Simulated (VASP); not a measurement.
# Pt (Pm-3m) in VASP: a series of runs

The runs below take Pt through single point, with r2SCAN, r2SCAN0.

Everything below comes from runs of VASP 6.6.1. Logs are shortened: lines on timing, memory, paths and dates and some standing lists are left out, and cuts for length are marked.

## Step 1: The cell of the first run

It takes space group Pm-3m (No. 221, cubic). The conventional cell has a = 2.603 Å, b = 2.603 Å, c = 2.603 Å, α = 90.00°, β = 90.00°, γ = 90.00°. Pt (site symmetry m-3m) has 6 Pt at 2.60 Å within 3.4 Å.

## Step 2: Single point, r2SCAN, collinear spin, ferromagnetic start

POSCAR reads:

```
Pt
1.0
    2.6033874488      0.0000000000      0.0000000000
    0.0000000000      2.6033874488      0.0000000000
    0.0000000000      0.0000000000      2.6033874488
Pt
1
Direct
    0.0000000000      0.0000000000      0.0000000000
```

INCAR.step1 reads:

```
SYSTEM = Pt
PREC = Accurate
ENCUT = 520
ISMEAR = -1
SIGMA = 0.05
LREAL = .FALSE.
LASPH = .TRUE.
NELM = 150
ISPIN = 2
MAGMOM = 1
LMAXMIX = 4
NBANDS = 15
GGA = PE
ALGO = Normal
EDIFF = 1E-4
LWAVE = .TRUE.
LCHARG = .FALSE.
```

INCAR.step2 reads:

```
SYSTEM = Pt
PREC = Accurate
ENCUT = 520
EDIFF = 1E-6
ISMEAR = -1
SIGMA = 0.05
LREAL = .FALSE.
LASPH = .TRUE.
NELM = 150
ALGO = Normal
ISIF = 2
LWAVE = .FALSE.
LCHARG = .FALSE.
ISPIN = 2
MAGMOM = 1
LORBIT = 11
LMAXMIX = 4
METAGGA = R2SCAN
LMIXTAU = .TRUE.
NBANDS = 15
ISTART = 1
```

KPOINTS reads:

```
regular mesh
0
G
  12 12 12
  0 0 0
```

Potentials or basis: VASP PAW PBE potentials, release 64 (Pt).

Command:

```sh
cat potpaw_PBE.64/Pt/POTCAR > POTCAR
cp INCAR.step1 INCAR
mpirun -np 1 vasp_std > vasp.out
cp INCAR.step2 INCAR
mpirun -np 1 vasp_std > vasp.out
```

OUTCAR:

```text
SYSTEM = Pt
   PREC = Accurate
   ENCUT = 520
   EDIFF = 1E-6
   ISMEAR = -1
   LREAL = .FALSE.
   LASPH = .TRUE.
   NELM = 150
   ISIF = 2
   ISPIN = 2
   LORBIT = 11
   METAGGA = R2SCAN
   ISTART = 1

 ion  position               nearest neighbor table
   1  0.000  0.000  0.000-

  LATTYP: Found a simple cubic cell.
 ALAT       =     2.6033874488

  Lattice vectors:

 A1 = (   2.6033874488,   0.0000000000,   0.0000000000)
 A2 = (   0.0000000000,   2.6033874488,   0.0000000000)
 A3 = (   0.0000000000,   0.0000000000,   2.6033874488)

Analysis of symmetry for initial positions (statically):
=====================================================================
 Subroutine PRICEL returns:
 Original cell was already a primitive cell.

 Routine SETGRP: Setting up the symmetry group for a
 simple cubic supercell.

 Subroutine GETGRP returns: Found 48 space group operations
 (whereof 48 operations were pure point group operations)
 out of a pool of 48 trial point group operations.

The static configuration has the point symmetry O_h .

Analysis of symmetry for dynamics (positions and initial velocities):
=====================================================================
 Subroutine PRICEL returns:
 Original cell was already a primitive cell.

 Routine SETGRP: Setting up the symmetry group for a
 simple cubic supercell.

 Subroutine GETGRP returns: Found 48 space group operations
 (whereof 48 operations were pure point group operations)
 out of a pool of 48 trial point group operations.

The dynamic configuration has the point symmetry O_h .

Analysis of structural, dynamic, and magnetic symmetry:
=====================================================================
 Subroutine PRICEL returns:
 Original cell was already a primitive cell.

 Routine SETGRP: Setting up the symmetry group for a
 simple cubic supercell.

 Subroutine GETGRP returns: Found 48 space group operations
 (whereof 48 operations were pure point group operations)
 out of a pool of 48 trial point group operations.

The overall configuration has the point symmetry O_h .

 Subroutine INISYM returns: Found 48 space group operations
 (whereof 48 operations are pure point group operations),
 and found     1 'primitive' translations

----------------------------------------------------------------------------------------

                                     Primitive cell

  volume of cell :      17.6448

  direct lattice vectors                    reciprocal lattice vectors
     2.603387449  0.000000000  0.000000000     0.384114935  0.000000000  0.000000000
     0.000000000  2.603387449  0.000000000     0.000000000  0.384114935  0.000000000
     0.000000000  0.000000000  2.603387449     0.000000000  0.000000000  0.384114935

  length of vectors
     2.603387449  2.603387449  2.603387449     0.384114935  0.384114935  0.384114935

  position of ions in fractional coordinates (direct lattice)
     0.000000000  0.000000000  0.000000000

  ion indices of the primitive-cell ions
   primitive index   ion index
                 1           1

----------------------------------------------------------------------------------------

 KPOINTS: regular mesh

Automatic generation of k-mesh.
 Grid dimensions read from file:
 generate k-points for:   12   12   12

 Generating k-lattice:

  Cartesian coordinates                     Fractional coordinates (reciprocal lattice)
     0.032009578  0.000000000  0.000000000     0.083333333  0.000000000  0.000000000
     0.000000000  0.032009578  0.000000000     0.000000000  0.083333333  0.000000000
     0.000000000  0.000000000  0.032009578     0.000000000  0.000000000  0.083333333

  Length of vectors
     0.032009578  0.032009578  0.032009578

  Shift w.r.t. Gamma in fractional coordinates (k-lattice)
     0.000000000  0.000000000  0.000000000

 Subroutine IBZKPT returns following result:
 ===========================================

 Found     84 irreducible k-points:

 Following reciprocal coordinates:
            Coordinates               Weight
  0.000000  0.000000  0.000000      1.000000
  0.083333  0.000000  0.000000      6.000000
  0.166667  0.000000  0.000000      6.000000
  0.250000  0.000000  0.000000      6.000000
  0.333333  0.000000  0.000000      6.000000
  0.416667  0.000000  0.000000      6.000000
[... 16 lines left out ...]
  0.333333  0.333333  0.000000     12.000000
  0.416667  0.333333  0.000000     24.000000
 [... further k-points ...]
   k-points           NKPTS =     84   k-points in BZ     NKDIM =     84   number of bands    NBANDS=     15
   number of dos      NEDOS =    301   number of ions     NIONS =      1
   total plane-waves  NPLWV =   8000
   dimension x,y,z NGX =    20 NGY =   20 NGZ =   20
   dimension x,y,z NGXF=    40 NGYF=   40 NGZF=   40
   ions per type =               1
   NGX,Y,Z   is equivalent  to a cutoff of  12.77, 12.77, 12.77 a.u.
   NGXF,Y,Z  is equivalent  to a cutoff of  25.54, 25.54, 25.54 a.u.
 SYSTEM =  Pt
   PREC   = accura    normal or accurate (medium, high low for compatibility)
   ISTART =      1    job   : 0-new  1-cont  2-samecut
   ICHARG =      0    charge: 1-file 2-atom 10-const
   ISPIN  =      2    spin polarized calculation?
   LNONCOLLINEAR =      F non collinear calculations
   LSORBIT =      F    spin-orbit coupling
   LASPH  =      T    aspherical Exc in radial PAW
   ENCUT  =  520.0 eV  38.22 Ry    6.18 a.u.   4.84  4.84  4.84*2*pi/ulx,y,z
   NELM   =    150;   NELMIN=  2; NELMDL=  0     # of ELM steps
   EDIFF  = 0.1E-05   stopping-criterion for ELM
   LREAL  =      F    real-space projection
   EDIFFG = 0.1E-04   stopping-criterion for IOM
   NSW    =      0    number of steps for IOM
   IBRION =     -1    ionic relax: 0-MD 1-quasi-New 2-CG
   NFREE  =      0    steps in history (QN), initial steepest desc. (CG)
   ISIF   =      2    stress and relaxation
   ISYM   =      2    0-nonsym 1-usesym 2-fastsym
   POTIM  = 0.5000    time-step for ionic-motion
   TEBEG  =    0.0;   TEEND  =   0.0 temperature during run
   PSTRESS=    0.0 pullay stress
   NELECT =      10.0000    total number of electrons
   NUPDOWN=      -1.0000    fix difference up-down
   EMIN   =  10.00;   EMAX   =-10.00  energy-range for DOS
   EFERMI =   0.00;   METHOD = LEGACY
   ISMEAR =    -1;   SIGMA  =   0.05  broadening in eV -4-tet -1-fermi 0-gaus
   EFERMI_NEDOS =   21; number of points for ismear=-14 and -15
   IALGO  =     38    algorithm
   IMIX   =      4    mixing-type and parameters
     AMIX     =   0.40;   BMIX     =  1.00
     AMIX_MAG =   1.60;   BMIX_MAG =  1.00
  volume/ion in A,a.u.               =      17.64       119.07
  Fermi-wavevector in a.u.,A,eV,Ry     =   1.354782  2.560166 24.972592  1.835434
  Thomas-Fermi vector in A             =   2.481925
   LORBIT       =     11    0 simple, 1 ext, 2 COOP (PROOUT), +10 PAW based schemes
   METAGGA = R2SCAN    functional components
   LHFCALC =     F    Hartree Fock is set to
   AEXX    =    0.0000 exact exchange contribution
   IVDW    =     0    specifies the selected vdW correction
   LEPSILON=     F    determine dielectric tensor
   LRPA    =     F    only Hartree local field effects (RPA)
 spin polarized calculation
  energy-cutoff  :      520.00
  volume of cell :       17.64
 maximum number of plane-waves:       488
 NGX is ok and might be reduce to    20
   NGX =  9   NGY =  9   NGZ =  9

 number of electron      10.0000001 magnetization       0.0000069

 number of electron      10.0000001 magnetization      -0.0000030

 Free energy of the ion-electron system (eV)
  ---------------------------------------------------
  ext. energy  EPLUGINS =         0.00000000
  ---------------------------------------------------
  free energy    TOTEN  =       -51.07908753 eV

  energy without entropy =      -51.06909376  energy(sigma->0) =      -51.07409065

 E-fermi :   8.2776     XC(G=0): -13.3096

 val. band max:        8.2741345995   @ k =   0.0833   0.0833   0.0833
 cond. band min:       8.2841194673   @ k =   0.3333   0.2500   0.1667
 fundamental gap:      0.0099848678
 Fermi energy:         8.2775923382

 spin component 1

 k-point     1 :       0.0000    0.0000    0.0000
  band No.  band energies     occupation
      1      -0.4196      1.00000
      2       2.3236      1.00000
      3       2.3236      1.00000
      4       8.6118      0.00125
      5       8.6118      0.00125
      6       8.6118      0.00125
      7      24.3742      0.00000
      8      24.3742      0.00000
      9      24.3742      0.00000
     10      30.5861      0.00000
     11      33.3751      0.00000
     12      33.3751      0.00000
     13      37.3308      0.00000
     14      37.3308      0.00000
     15      37.3308      0.00000
[... 397 lines left out ...]
 k-point    24 :       0.4167    0.3333    0.0000
  band No.  band energies     occupation
      1       2.8846      1.00000
      2       3.1960      1.00000
      3       6.7486      1.00000
      4       7.1760      1.00000
      5       7.3077      1.00000
      6      10.1039      0.00000
      7      15.2801      0.00000
      8      20.9915      0.00000
      9      24.9890      0.00000
     10      30.2357      0.00000
     11      33.2621      0.00000
     12      33.4943      0.00000
     13      37.4475      0.00000
     14      39.5156      0.00000
     15      42.2975      0.00000

 [... further k-points ...]

 spin component 2

 k-point     1 :       0.0000    0.0000    0.0000
  band No.  band energies     occupation
      1      -0.4196      1.00000
      2       2.3236      1.00000
      3       2.3236      1.00000
      4       8.6118      0.00125
      5       8.6118      0.00125
      6       8.6118      0.00125
      7      24.3742      0.00000
      8      24.3742      0.00000
      9      24.3742      0.00000
     10      30.5861      0.00000
     11      33.3751      0.00000
     12      33.3751      0.00000
     13      37.3308      0.00000
     14      37.3308      0.00000
     15      37.3308      0.00000
[... 397 lines left out ...]
 k-point    24 :       0.4167    0.3333    0.0000
  band No.  band energies     occupation
      1       2.8846      1.00000
      2       3.1960      1.00000
      3       6.7486      1.00000
      4       7.1760      1.00000
      5       7.3077      1.00000
      6      10.1039      0.00000
      7      15.2801      0.00000
      8      20.9915      0.00000
      9      24.9890      0.00000
     10      30.2357      0.00000
     11      33.2621      0.00000
     12      33.4943      0.00000
     13      37.4475      0.00000
     14      39.5156      0.00000
     15      42.2977      0.00000

 [... further k-points ...]
[... 5 lines left out ...]
  --------------------------------------------------------------------------------------
  -------------------------------------------------------------------------------------
  Total        0.0541090      0.0541090      0.0541090      0.0000000      0.0000000      0.0000000
  in kB        4.9131924      4.9131924      4.9131924      0.0000000      0.0000000      0.0000000
  external PRESSURE =       4.9131924 kB  Pullay stress =       0.0000000 kB

 VOLUME and BASIS-vectors are now :
 -----------------------------------------------------------------------------
  energy-cutoff  :      520.00
  volume of cell :       17.64
      direct lattice vectors                 reciprocal lattice vectors
     2.603387449  0.000000000  0.000000000     0.384114935  0.000000000  0.000000000
     0.000000000  2.603387449  0.000000000     0.000000000  0.384114935  0.000000000
     0.000000000  0.000000000  2.603387449     0.000000000  0.000000000  0.384114935

 POSITION                                       TOTAL-FORCE (eV/Angst)
 -----------------------------------------------------------------------------------
      0.00000      0.00000      0.00000         0.000000      0.000000      0.000000
 -----------------------------------------------------------------------------------
    total drift:                               -0.000000      0.000000      0.000000

  FREE ENERGIE OF THE ION-ELECTRON SYSTEM (eV)
  ---------------------------------------------------
  free  energy   TOTEN  =       -51.0790875325 eV

  energy  without entropy=      -51.0690937619  energy(sigma->0) =      -51.07409065

 total charge

# of ion       s       p       d       tot
------------------------------------------
    1        0.721   0.466   8.075   9.262

 magnetization (x)

# of ion       s       p       d       tot
------------------------------------------
    1       -0.000  -0.000  -0.000  -0.000
```

Run time: 1.9 min. Hardware: 1 thread of Intel Xeon Platinum 8488C (Sapphire Rapids), shared host; peak memory 0.16 GiB.

Results:

- Free energy: -51.0791 eV
- Pressure: 0.5 GPa
- Band gap on the k mesh: zero (filled and empty bands overlap)
- Net moment: 0.00 μB per cell
- Valence electrons inside the program's atomic spheres: Pt 9.26

Caveat: the PAW data sets were made with another functional, which shifts forces and pressure a little; spin-orbit coupling is left out, which moves the levels of the heavy elements.

## Step 3: Single point, r2SCAN0

POSCAR reads:

```
Pt
1.0
    2.6041501076      0.0000000000      0.0000000000
    0.0000000000      2.6041501076      0.0000000000
    0.0000000000      0.0000000000      2.6041501076
Pt
1
Direct
    0.0000000000      0.0000000000      0.0000000000
```

INCAR.step1 reads:

```
PREC = Accurate
ENCUT = 520
EDIFF = 1E-5
ISMEAR = -1
SIGMA = 0.1
LREAL = False
LASPH = True
NELM = 60
ALGO = Normal
ISIF = 2
LWAVE = True
LCHARG = False
NBANDS = 11
GGA = PE
```

INCAR.step2 reads:

```
PREC = Accurate
ENCUT = 520
EDIFF = 1E-6
ISMEAR = -1
SIGMA = 0.1
LREAL = False
LASPH = True
NELM = 60
ALGO = Normal
ISIF = 2
LWAVE = False
LCHARG = False
METAGGA = R2SCAN
LHFCALC = True
AEXX = 0.25
LMIXTAU = True
PRECFOCK = Normal
NBANDS = 11
ISTART = 1
```

KPOINTS reads:

```
Automatic mesh
0
Gamma
  6 6 6
```

Potentials or basis: VASP PAW PBE potentials, release 64 (Pt).

Command:

```sh
cat potpaw_PBE.64/Pt/POTCAR > POTCAR
cp INCAR.step1 INCAR
mpirun -np 1 vasp_std > vasp.out
cp INCAR.step2 INCAR
mpirun -np 1 vasp_std > vasp.out
```

Run time: 17 min. Hardware: 1 thread of Intel Xeon Platinum 8375C at 2.90GHz (Ice Lake), shared host; peak memory 0.14 GiB.

The run converged. Its results:

* Free energy: -41.2038 eV
* Pressure: -0.1 GPa
* Band gap on the k mesh: zero (band 5 reaches 11.13 eV, above the bottom of band 6 at 6.12 eV)

Levels at points of the mesh, in eV from the Fermi level:
```
           k point  band 3  band 4  band 5  band 6  band 7  band 8
(0.00, 0.00, 0.00)   -6.59    0.66    0.66    0.66   18.01   18.01
(0.50, 0.00, 0.00)   -2.51   -2.51    0.59    0.90    6.58   19.33
(0.50, 0.50, 0.00)   -2.07   -2.07    3.41    6.33    6.33   12.49
(0.50, 0.50, 0.50)   -5.90    3.68    3.68   12.18   12.57   12.57
```

Caveat: the k points lie up to 0.40 Å⁻¹ apart; the PAW data sets were made with another functional, which shifts forces and pressure a little; spin-orbit coupling is left out, which moves the levels of the heavy elements.

(Continued in part 2 of 3.)
